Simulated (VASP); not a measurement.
# BiS in VASP: a series of runs

BiS is run at these levels: r2SCAN, PBE; tasks: single point.

All numbers are computed with VASP 6.6.1; they aren't measurements. Logs are shortened: lines on timing, memory, paths and dates and some standing lists are left out, and cuts for length are marked.

### Step 1. The cell of the first run

It takes space group Pm-3m (No. 221, cubic). Conventional cell: a = 3.580 Å, b = 3.580 Å, c = 3.580 Å, α = 90.00°, β = 90.00°, γ = 90.00°. Within 4.1 Å of Bi (site symmetry m-3m) lie 8 S at 3.10 Å and 6 Bi at 3.58 Å. S (site symmetry m-3m) has 8 Bi at 3.10 Å and 6 S at 3.58 Å within 4.1 Å.

### Step 2. Single point, r2SCAN

POSCAR reads:

```
BiS
1.0
    3.5798271504      0.0000000000      0.0000000000
    0.0000000000      3.5798271504      0.0000000000
    0.0000000000      0.0000000000      3.5798271504
Bi S
1 1
Direct
    0.0000000000      0.0000000000      0.0000000000
    0.5000000000      0.5000000000      0.5000000000
```

INCAR.step1 reads:

```
PREC = Accurate
ENCUT = 520
ISMEAR = 0
SIGMA = 0.05
LREAL = False
LASPH = True
NELM = 60
NBANDS = 18
GGA = PE
ALGO = Normal
EDIFF = 1E-4
LWAVE = True
LCHARG = False
```

INCAR.step2 reads:

```
PREC = Accurate
ENCUT = 520
EDIFF = 1E-6
ISMEAR = 0
SIGMA = 0.05
LREAL = False
LASPH = True
NELM = 60
ALGO = Normal
ISIF = 2
LWAVE = False
LCHARG = False
METAGGA = R2SCAN
LMIXTAU = True
NBANDS = 18
ISTART = 1
```

KPOINTS reads:

```
Automatic mesh
0
Gamma
  10 10 10
```

Potentials or basis: VASP PAW PBE potentials, release 64 (Bi_d, S).

Command:

```sh
> cat potpaw_PBE.64/Bi_d/POTCAR potpaw_PBE.64/S/POTCAR > POTCAR
> cp INCAR.step1 INCAR
> mpirun -np 1 vasp_std > vasp.out
> cp INCAR.step2 INCAR
> mpirun -np 1 vasp_std > vasp.out
```

OUTCAR:

```text
PREC = Accurate
   ENCUT = 520
   EDIFF = 1E-6
   ISMEAR = 0
   LREAL = False
   LASPH = True
   NELM = 60
   ISIF = 2
   METAGGA = R2SCAN
   ISTART = 1

 ion  position               nearest neighbor table
   1  0.000  0.000  0.000-   2 3.10   2 3.10   2 3.10   2 3.10   2 3.10   2 3.10   2 3.10   2 3.10

   2  0.500  0.500  0.500-   1 3.10   1 3.10   1 3.10   1 3.10   1 3.10   1 3.10   1 3.10   1 3.10

  LATTYP: Found a simple cubic cell.
 ALAT       =     3.5798271504

  Lattice vectors:

 A1 = (   3.5798271504,   0.0000000000,   0.0000000000)
 A2 = (   0.0000000000,   3.5798271504,   0.0000000000)
 A3 = (   0.0000000000,   0.0000000000,   3.5798271504)

Analysis of symmetry for initial positions (statically):
=====================================================================
 Subroutine PRICEL returns:
 Original cell was already a primitive cell.

 Routine SETGRP: Setting up the symmetry group for a
 simple cubic supercell.

 Subroutine GETGRP returns: Found 48 space group operations
 (whereof 48 operations were pure point group operations)
 out of a pool of 48 trial point group operations.

The static configuration has the point symmetry O_h .

Analysis of symmetry for dynamics (positions and initial velocities):
=====================================================================
 Subroutine PRICEL returns:
 Original cell was already a primitive cell.

 Routine SETGRP: Setting up the symmetry group for a
 simple cubic supercell.

 Subroutine GETGRP returns: Found 48 space group operations
 (whereof 48 operations were pure point group operations)
 out of a pool of 48 trial point group operations.

The dynamic configuration has the point symmetry O_h .

 Subroutine INISYM returns: Found 48 space group operations
 (whereof 48 operations are pure point group operations),
 and found     1 'primitive' translations

----------------------------------------------------------------------------------------

                                     Primitive cell

  volume of cell :      45.8761

  direct lattice vectors                    reciprocal lattice vectors
     3.579827150  0.000000000  0.000000000     0.279343096  0.000000000  0.000000000
     0.000000000  3.579827150  0.000000000     0.000000000  0.279343096  0.000000000
[... 75 lines left out ...]
 SYSTEM =  unknown system
   PREC   = accura    normal or accurate (medium, high low for compatibility)
   ISTART =      1    job   : 0-new  1-cont  2-samecut
   ICHARG =      0    charge: 1-file 2-atom 10-const
   ISPIN  =      1    spin polarized calculation?
   LNONCOLLINEAR =      F non collinear calculations
   LSORBIT =      F    spin-orbit coupling
   LASPH  =      T    aspherical Exc in radial PAW
   ENCUT  =  520.0 eV  38.22 Ry    6.18 a.u.   6.66  6.66  6.66*2*pi/ulx,y,z
   NELM   =     60;   NELMIN=  2; NELMDL=  0     # of ELM steps
   EDIFF  = 0.1E-05   stopping-criterion for ELM
   LREAL  =      F    real-space projection
   EDIFFG = 0.1E-04   stopping-criterion for IOM
   NSW    =      0    number of steps for IOM
   IBRION =     -1    ionic relax: 0-MD 1-quasi-New 2-CG
   NFREE  =      0    steps in history (QN), initial steepest desc. (CG)
   ISIF   =      2    stress and relaxation
   ISYM   =      2    0-nonsym 1-usesym 2-fastsym
   POTIM  = 0.5000    time-step for ionic-motion
   TEBEG  =    0.0;   TEEND  =   0.0 temperature during run
   PSTRESS=    0.0 pullay stress
   NELECT =      21.0000    total number of electrons
   NUPDOWN=      -1.0000    fix difference up-down
   EMIN   =  10.00;   EMAX   =-10.00  energy-range for DOS
   EFERMI =   0.00;   METHOD = LEGACY
   ISMEAR =     0;   SIGMA  =   0.05  broadening in eV -4-tet -1-fermi 0-gaus
   EFERMI_NEDOS =   21; number of points for ismear=-14 and -15
   IALGO  =     38    algorithm
   IMIX   =      4    mixing-type and parameters
     AMIX     =   0.40;   BMIX     =  1.00
     AMIX_MAG =   1.60;   BMIX_MAG =  1.00
  volume/ion in A,a.u.               =      22.94       154.79
  Fermi-wavevector in a.u.,A,eV,Ry     =   1.261690  2.384248 21.658580  1.591861
  Thomas-Fermi vector in A             =   2.395136
   LORBIT       =      0    0 simple, 1 ext, 2 COOP (PROOUT), +10 PAW based schemes
   METAGGA = R2SCAN    functional components
   LHFCALC =     F    Hartree Fock is set to
   AEXX    =    0.0000 exact exchange contribution
   IVDW    =     0    specifies the selected vdW correction
   LEPSILON=     F    determine dielectric tensor
   LRPA    =     F    only Hartree local field effects (RPA)
 non-spin polarized calculation
 Gauss-broadening in eV      SIGMA  =   0.05
  energy-cutoff  :      520.00
  volume of cell :       45.88
 maximum number of plane-waves:      1261
 NGX is ok and might be reduce to    28
   NGX = 13   NGY = 13   NGZ = 13

 number of electron      20.9999997 magnetization

 Free energy of the ion-electron system (eV)
  ---------------------------------------------------
  ext. energy  EPLUGINS =         0.00000000
  ---------------------------------------------------
  free energy    TOTEN  =       -66.39888753 eV

  energy without entropy =      -66.39801042  energy(sigma->0) =      -66.39844897

 E-fermi :   8.4043     XC(G=0): -11.3234

 val. band max:        8.3882913248   @ k =   0.5000   0.1000   0.1000
 cond. band min:       8.4810552823   @ k =   0.5000   0.4000   0.3000
 fundamental gap:      0.0927639575
 Fermi energy:         8.4042631095

 k-point     1 :       0.0000    0.0000    0.0000
  band No.  band energies     occupation
      1     -16.2349      2.00000
      2     -16.2349      2.00000
      3     -16.0899      2.00000
      4     -16.0899      2.00000
      5     -16.0899      2.00000
      6      -7.6900      2.00000
[... 481 lines left out ...]
      5     -16.0943      2.00000
      6      -6.5740      2.00000
[... 10 lines left out ...]
     17      18.6322      0.00000
     18      20.5452      0.00000

 [... further k-points ...]
[... 5 lines left out ...]
  --------------------------------------------------------------------------------------
  -------------------------------------------------------------------------------------
  Total       -0.2465825     -0.2465825     -0.2465825      0.0000000      0.0000000     -0.0000000
  in kB       -8.6116564     -8.6116564     -8.6116564      0.0000000      0.0000000     -0.0000000
  external PRESSURE =      -8.6116564 kB  Pullay stress =       0.0000000 kB

 VOLUME and BASIS-vectors are now :
 -----------------------------------------------------------------------------
  energy-cutoff  :      520.00
  volume of cell :       45.88
      direct lattice vectors                 reciprocal lattice vectors
     3.579827150  0.000000000  0.000000000     0.279343096  0.000000000  0.000000000
     0.000000000  3.579827150  0.000000000     0.000000000  0.279343096  0.000000000
     0.000000000  0.000000000  3.579827150     0.000000000  0.000000000  0.279343096

 POSITION                                       TOTAL-FORCE (eV/Angst)
 -----------------------------------------------------------------------------------
      0.00000      0.00000      0.00000         0.000000      0.000000      0.000000
      1.78991      1.78991      1.78991         0.000000      0.000000      0.000000
 -----------------------------------------------------------------------------------
    total drift:                               -0.000000      0.000000      0.000000

  FREE ENERGIE OF THE ION-ELECTRON SYSTEM (eV)
  ---------------------------------------------------
  free  energy   TOTEN  =       -66.3988875327 eV

  energy  without entropy=      -66.3980104157  energy(sigma->0) =      -66.39844897
```

OUTCAR.step1:

```text
PREC = Accurate
   ENCUT = 520
   ISMEAR = 0
   LREAL = False
   LASPH = True
[... 727 lines left out ...]
      0.00000      0.00000      0.00000         0.000000      0.000000      0.000000
      1.78991      1.78991      1.78991         0.000000      0.000000      0.000000
 -----------------------------------------------------------------------------------
    total drift:                               -0.000000      0.000000      0.000000

  FREE ENERGIE OF THE ION-ELECTRON SYSTEM (eV)
  ---------------------------------------------------
  free  energy   TOTEN  =        -7.9621932329 eV

  energy  without entropy=       -7.9613495379  energy(sigma->0) =       -7.96177139
```

OSZICAR.step1:

```text
N       E                     dE             d eps       ncg     rms          rms(c)
DAV:   1     0.169721658964E+03    0.16972E+03   -0.10440E+04  2024   0.127E+03
DAV:   2     0.499404544424E+01   -0.16473E+03   -0.15981E+03  2108   0.341E+02
DAV:   3    -0.808368492773E+01   -0.13078E+02   -0.12893E+02  2574   0.959E+01
DAV:   4    -0.840265484363E+01   -0.31897E+00   -0.31770E+00  2460   0.154E+01
DAV:   5    -0.841319545585E+01   -0.10541E-01   -0.10540E-01  2964   0.272E+00    0.559E+00
DAV:   6    -0.796401791773E+01    0.44918E+00   -0.14187E+00  2810   0.632E+00    0.357E+00
DAV:   7    -0.796515014095E+01   -0.11322E-02   -0.11603E-01  2304   0.167E+00    0.182E+00
DAV:   8    -0.796261315290E+01    0.25370E-02   -0.13999E-02  2268   0.850E-01    0.134E-01
DAV:   9    -0.796214485983E+01    0.46829E-03   -0.26913E-03  2850   0.270E-01    0.971E-02
DAV:  10    -0.796219323286E+01   -0.48373E-04   -0.21280E-04  2148   0.777E-02
   1 F= -.79621932E+01 E0= -.79617714E+01  d E =-.843695E-03
```

Wall time 54 s (1 thread of Intel Xeon 6975P-C (Granite Rapids), shared host); peak memory 0.19 GiB.

Results:

```
Free energy : -66.3989 eV
Pressure    : -0.9 GPa
```

Levels at points of the mesh, in eV from the Fermi level:
```
           k point  band 7  band 8  band 9  band 10  band 11  band 12  band 13  band 14
(0.00, 0.00, 0.00)   -9.73   -3.51   -3.51    -3.51     4.14     4.14     4.53     4.53
(0.50, 0.00, 0.00)  -12.75   -2.08   -2.06    -2.06    -1.71     1.54     1.54     5.80
(0.50, 0.50, 0.00)  -11.24   -6.70   -6.70    -1.78     2.47     2.47     3.31     6.32
(0.50, 0.50, 0.50)  -10.07   -4.22   -4.22    -4.22    -2.93    -2.93    -2.93    13.55
```

Caveat: the PAW data sets were made with another functional, which shifts forces and pressure a little; spin-orbit coupling is left out, which moves the levels of the heavy elements.

(Continued in part 2 of 2.)
